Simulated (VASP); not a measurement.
# ZnO (P6_3mc) in VASP: further runs, part 2 of 2

VASP 6.6.1. The steps go on from the part before.

### 3 Single point, LDA

Contents of INCAR:

```
SYSTEM = ZnO
  ALGO = Normal
  EDIFF = 1E-6
  ENCUT = 520
  ISIF = 2
  ISMEAR = 0
  LASPH = .TRUE.
  LCHARG = .FALSE.
  LREAL = .FALSE.
  LWAVE = .FALSE.
  NBANDS = 26
  NELM = 60
  PREC = Accurate
  SIGMA = 0.01
```

Contents of KPOINTS:

```
k-points
0
G
  8 8 4
  0 0 0
```

Contents of POSCAR:

```
ZnO
1.0
    3.1039907030      0.0000000000      0.0000000000
   -1.5519953515      2.6881348019      0.0000000000
    0.0000000000      0.0000000000      5.0232608455
Zn O
2 2
Direct
    0.3333333333      0.6666666667      0.5005219484
    0.6666666667      0.3333333333      0.0005219484
    0.6666666667      0.3333333333      0.3784880516
    0.3333333333      0.6666666667      0.8784880516
```

Potentials or basis: VASP PAW LDA potentials, release 64 (Zn, O).

On the command line:

```bash
$ cat potpaw_LDA.64/Zn/POTCAR potpaw_LDA.64/O/POTCAR > POTCAR
$ mpirun -np 1 vasp_std > vasp.out
```

Run time: 42 s. Hardware: 1 thread of Intel Xeon 8259CL, shared host; peak memory 0.15 GiB.

The run converged. Its results:

| Property | Result |
| --- | --- |
| Free energy | -20.9700 eV |
| Pressure | 16.8 GPa |
| Band gap on the k mesh | 0.93 eV, direct |

Levels at points of the mesh, in eV from the valence-band top:
| k point | band 16 | band 17 | band 18 | band 19 | band 20 | band 21 |
| --- | --- | --- | --- | --- | --- | --- |
| (0.00, 0.00, 0.00) | -0.13 | 0.00 | 0.00 | 0.93 | 5.59 | 8.45 |
| (0.50, 0.00, 0.00) | -2.73 | -1.54 | -1.01 | 6.23 | 6.86 | 7.52 |
| (0.00, 0.00, 0.50) | -0.48 | -0.48 | -0.48 | 3.68 | 3.68 | 10.36 |
| (0.50, 0.00, 0.50) | -1.81 | -1.66 | -1.66 | 5.75 | 5.75 | 9.03 |

### 4 Single point, LDA

This run uses another cell than the first one, of 10.73 Å³/atom, 1.024 times its volume.

Contents of INCAR:

```
ALGO = Normal ; EDIFF = 1E-6
ENCUT = 520 ; ISIF = 2
ISMEAR = 0 ; LASPH = True
LCHARG = False ; LREAL = False
LWAVE = False ; NBANDS = 26
NELM = 60 ; PREC = Accurate
SIGMA = 0.01
```

Contents of KPOINTS:

```
k-points
0
Gamma
  8 8 4
```

Contents of POSCAR:

```
ZnO
1.0
    3.1286941909      0.0000000000      0.0000000000
   -1.5643470955      2.7095286500      0.0000000000
    0.0000000000      0.0000000000      5.0606512966
Zn O
2 2
Direct
    0.3333333333      0.6666666667      0.5004241137
    0.6666666667      0.3333333333      0.0004241137
    0.6666666667      0.3333333333      0.3785858863
    0.3333333333      0.6666666667      0.8785858863
```

Potentials or basis: VASP PAW LDA potentials, release 64 (Zn, O).

On the command line:

```bash
$ cat potpaw_LDA.64/Zn/POTCAR potpaw_LDA.64/O/POTCAR > POTCAR
$ mpirun -np 1 vasp_std > vasp.out
```

OUTCAR:

```text
EDIFF = 1E-6
   ENCUT = 520
   ISIF = 2
   ISMEAR = 0
   LASPH = True
   LREAL = False
   NELM = 60
   PREC = Accurate

 ion  position               nearest neighbor table
   1  0.333  0.667  0.500-   3 1.91   3 1.91   3 1.91   4 1.91
   2  0.667  0.333  0.000-   4 1.91   4 1.91   4 1.91   3 1.91
   3  0.667  0.333  0.379-   1 1.91   1 1.91   1 1.91   2 1.91
   4  0.333  0.667  0.879-   2 1.91   2 1.91   2 1.91   1 1.91

  LATTYP: Found a hexagonal cell.
 ALAT       =     3.1286941909
 C/A-ratio  =     1.6174963061

  Lattice vectors:

 A1 = (   3.1286941909,   0.0000000000,   0.0000000000)
 A2 = (  -1.5643470955,   2.7095286500,   0.0000000000)
 A3 = (   0.0000000000,   0.0000000000,   5.0606512966)

Analysis of symmetry for initial positions (statically):
=====================================================================
 Subroutine PRICEL returns:
 Original cell was already a primitive cell.

 Routine SETGRP: Setting up the symmetry group for a
 hexagonal supercell.

 Subroutine GETGRP returns: Found 12 space group operations
[... 165 lines left out ...]
  ---------------------------------------------------
  ext. energy  EPLUGINS =         0.00000000
  ---------------------------------------------------
  free energy    TOTEN  =       -21.05883584 eV

  energy without entropy =      -21.05883584  energy(sigma->0) =      -21.05883584

 E-fermi :   2.0118     XC(G=0): -12.0251

 val. band max:        1.9135863120   @ k =   0.0000   0.0000   0.0000
 cond. band min:       2.8094302317   @ k =   0.0000   0.0000   0.0000
 fundamental gap:      0.8958439197
 Fermi energy:         2.0118298645

 k-point     1 :       0.0000    0.0000    0.0000
  band No.  band energies     occupation
      1     -16.8150      2.00000
      2     -15.8754      2.00000
      3      -4.6917      2.00000
      4      -4.4441      2.00000
      5      -4.4441      2.00000
      6      -4.4044      2.00000
[... 685 lines left out ...]
     25      16.0614      0.00000
     26      16.0614      0.00000

 [... further k-points ...]
[... 5 lines left out ...]
  --------------------------------------------------------------------------------------
  -------------------------------------------------------------------------------------
  Total        3.0763040      3.0763040      3.0815030     -0.0000000      0.0000000      0.0000000
  in kB      114.8885004    114.8885004    115.0826613     -0.0000000      0.0000000      0.0000000
  external PRESSURE =     114.9532207 kB  Pullay stress =       0.0000000 kB

 VOLUME and BASIS-vectors are now :
 -----------------------------------------------------------------------------
  energy-cutoff  :      520.00
  volume of cell :       42.90
      direct lattice vectors                 reciprocal lattice vectors
     3.128694191  0.000000000  0.000000000     0.319622162  0.184533941  0.000000000
    -1.564347096  2.709528650  0.000000000     0.000000000  0.369067882  0.000000000
     0.000000000  0.000000000  5.060651297     0.000000000  0.000000000  0.197603024

 POSITION                                       TOTAL-FORCE (eV/Angst)
 -----------------------------------------------------------------------------------
     -0.00000      1.80635      2.53247        -0.000000     -0.000000      0.001531
      1.56435      0.90318      0.00215        -0.000000      0.000000      0.001531
      1.56435      0.90318      1.91589         0.000000      0.000000     -0.001531
     -0.00000      1.80635      4.44622         0.000000      0.000000     -0.001531
 -----------------------------------------------------------------------------------
    total drift:                               -0.000000     -0.000000     -0.000785

  FREE ENERGIE OF THE ION-ELECTRON SYSTEM (eV)
  ---------------------------------------------------
  free  energy   TOTEN  =       -21.0588358377 eV

  energy  without entropy=      -21.0588358377  energy(sigma->0) =      -21.05883584
```

Run time: 34 s. Hardware: 1 thread of Intel Xeon 8259CL, shared host; peak memory 0.15 GiB.

What came out:

| Item | Value |
| --- | --- |
| Free energy | -21.0588 eV |
| Pressure | 11.5 GPa |
| Band gap on the k mesh | 0.90 eV, direct |

### 5 Single point, LDA

This run uses another cell than the first one, of 10.73 Å³/atom, 1.024 times its volume.

Contents of INCAR:

```
SYSTEM = ZnO
PREC     = Accurate       ! precision mode
ENCUT    = 520            ! plane-wave cutoff, eV
EDIFF    = 1E-6           ! SCF threshold, eV
ISMEAR   = 0              ! smearing method
SIGMA    = 0.01           ! smearing width, eV
LREAL    = .False.        ! projectors in reciprocal space
LASPH    = .True.         ! aspherical terms in the spheres
NELM     = 80             ! most SCF steps
ALGO     = Normal         ! electronic algorithm
ISIF     = 2              ! what is computed and relaxed
LWAVE    = .False.        ! write WAVECAR
LCHARG   = .False.        ! write CHGCAR
GGA      = CA             ! functional
NBANDS   = 26             ! bands
```

Contents of KPOINTS:

```
regular mesh
0
Gamma
  8 8 4
  0 0 0
```

POSCAR is that of step 4.

On the command line:

```bash
$ cat potpaw_LDA.64/Zn/POTCAR potpaw_LDA.64/O/POTCAR > POTCAR
$ mpirun -np 1 vasp_std > vasp.out
```

Wall time 41 s (1 thread of Intel Xeon 8259CL, shared host); peak memory 0.16 GiB.

Results (log left out):

```yaml
Free_energy: -21.0588 eV
Pressure: 11.5 GPa
Band_gap_on_the_k_mesh: 0.90 eV, direct
```

Levels at points of the mesh, in eV from the valence-band top:
```tsv
k point	band 15	band 16	band 17	band 18	band 19	band 20	band 21	band 22
(0.00, 0.00, 0.00)	-0.93	-0.12	0.00	0.00	0.90	5.50	8.38	13.25
(0.50, 0.00, 0.00)	-3.20	-2.65	-1.50	-0.98	6.13	6.84	7.50	9.09
(0.00, 0.00, 0.50)	-0.46	-0.46	-0.46	-0.46	3.62	3.62	10.27	10.27
(0.50, 0.00, 0.50)	-1.75	-1.75	-1.61	-1.61	5.72	5.72	8.90	8.90
```
